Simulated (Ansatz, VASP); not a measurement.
# Two plane-wave programs on ZrS

Contents of INCAR:

```
PREC     = Accurate       # precision mode
ENCUT    = 520            # plane-wave cutoff, eV
EDIFF    = 1E-6           # SCF threshold, eV
ISMEAR   = 0              # smearing method
SIGMA    = 0.15           # smearing width, eV
LREAL    = False          # projectors in reciprocal space
LASPH    = True           # aspherical terms in the spheres
NELM     = 100            # most SCF steps
ALGO     = Normal         # electronic algorithm
ISIF     = 2              # what is computed and relaxed
LWAVE    = False          # write WAVECAR
LCHARG   = True           # write CHGCAR
GGA      = PS             # functional
LELF     = True           # ELF
LVHAR    = True         
NBANDS   = 16             # bands
```

KPOINTS

```
Automatic mesh
0
Gamma
  16 16 16
```

Contents of POSCAR:

```
ZrS
1.0
    0.0000000000      2.6250000000      2.6250000000
    2.6250000000      0.0000000000      2.6250000000
    2.6250000000      2.6250000000      0.0000000000
Zr S
1 1
Direct
   -0.0833333333     -0.0833333333      0.0833333333
    0.5000000000      0.5000000000      0.5000000000
```

Input for Ansatz:

```yaml
crystal:
  lattice:
    - [0.0, 2.625, 2.625]
    - [2.625, 0.0, 2.625]
    - [2.625, 2.625, 0.0]
  atoms:
    - { symbol: Zr, position: [-0.0833333333, -0.0833333333, 0.0833333333] }
    - { symbol: S, position: [0.5, 0.5, 0.5] }
basis:
  ecutwfc: 420
kpoints:
  mp_grid: { grid: [16, 16, 16] }
hamiltonian:
  xc: pbesol
scf:
  occupations: { method: gaussian, width: 0.15 }
output:
  forces: true
  stress: true
  eigenvalues: true
```

Change from the starting cell: all Zr atoms moved +0.438 Å, as atom 1 towards its neighbour atom 2 (S) at 2.625 Å.

Alike in both runs: task single point; functional PBEsol; k mesh 16 × 16 × 16; occupations gaussian, width 0.15 eV; no spin polarisation.

|  | VASP | Ansatz |
| --- | --- | --- |
| version | VASP 6.6.1 | Ansatz 0.2.0 |
| potentials or method | VASP PAW PBE potentials, release 64 (Zr_sv, S), cutoff 520 eV | scalar-relativistic, plane waves, PAW |
| valence electrons in the cell | 18 | 18 |

|  | VASP | Ansatz | Ansatz less VASP |
| --- | --- | --- | --- |
| gap on the k mesh at the Fermi level (eV) | none | none | - |
| pressure (GPa) | 6.6 | 6.4 | -0.23 |
| traceless stress, the component that is largest in VASP (GPa) | 30.01 | 29.85 | -0.156 |
| rms of the force components (eV/Å) | 2.881 | 2.863 | -0.0186 |

VASP's potentials were made for PBE, not for PBEsol. Atom by atom the forces differ by 0.019 eV/Å (rms over components). A gap of «none» marks a metal or a gap that the smearing closes. The functional is the same, so the differences come from potentials, cutoffs and numerics.
